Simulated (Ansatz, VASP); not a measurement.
## One calculation of Zn, two programs

The input INCAR:

```
SYSTEM = Zn
PREC = Accurate ; ENCUT = 520
EDIFF = 1E-6 ; ISMEAR = 1
SIGMA = 0.05 ; LREAL = .FALSE.
LASPH = .TRUE. ; NELM = 100
ALGO = Normal ; ISIF = 2
LWAVE = .FALSE. ; LCHARG = .FALSE.
GGA = PS ; NBANDS = 12
```

KPOINTS

```
Automatic mesh
0
G
  10 10 10
  0 0 0
```

Contents of POSCAR:

```
Zn
1.0
   -1.5820048360      1.5820048360      1.5820048360
    1.5820048360     -1.5820048360      1.5820048360
    1.5820048360      1.5820048360     -1.5820048360
Zn
1
Direct
    0.0000000000      0.0000000000      0.0000000000
```

Input for Ansatz:

```yaml
crystal:
  lattice:
    - [-1.5820048360075945, 1.5820048360075945, 1.5820048360075945]
    - [1.5820048360075945, -1.5820048360075945, 1.5820048360075945]
    - [1.5820048360075945, 1.5820048360075945, -1.5820048360075945]
  atoms:
    - { symbol: Zn, position: [0.0, 0.0, 0.0] }
basis:
  ecutwfc: 476.19925930478996
kpoints:
  mp_grid:
    grid: [10, 10, 10]
hamiltonian:
  xc: pbesol
scf:
  algorithm: density_mixing
  convergence:
    dr2_threshold: 1.0e-07
  occupations:
    method: cold
    width: 0.05
  eigensolver:
    kind: auto
    full_accuracy: true
output:
  stress: true
```

Alike in both runs: task single point; functional PBEsol; k mesh 10 × 10 × 10; no spin polarisation.

```csv
,VASP,Ansatz
version,VASP 6.6.1,Ansatz 0.2.0
potentials or method,"VASP PAW PBE potentials, release 64 (Zn), cutoff 520 eV","plane waves, PAW"
occupations,"methfessel-paxton of order 1, width 0.05 eV","cold, width 0.05 eV"
valence electrons in the cell,12,12
```

```tsv
	VASP	Ansatz	Ansatz less VASP
pressure (GPa)	-6.3	-6.6	-0.32
```

VASP's potentials were made for PBE, not for PBEsol. Ansatz's warnings: stress scf threshold loose.
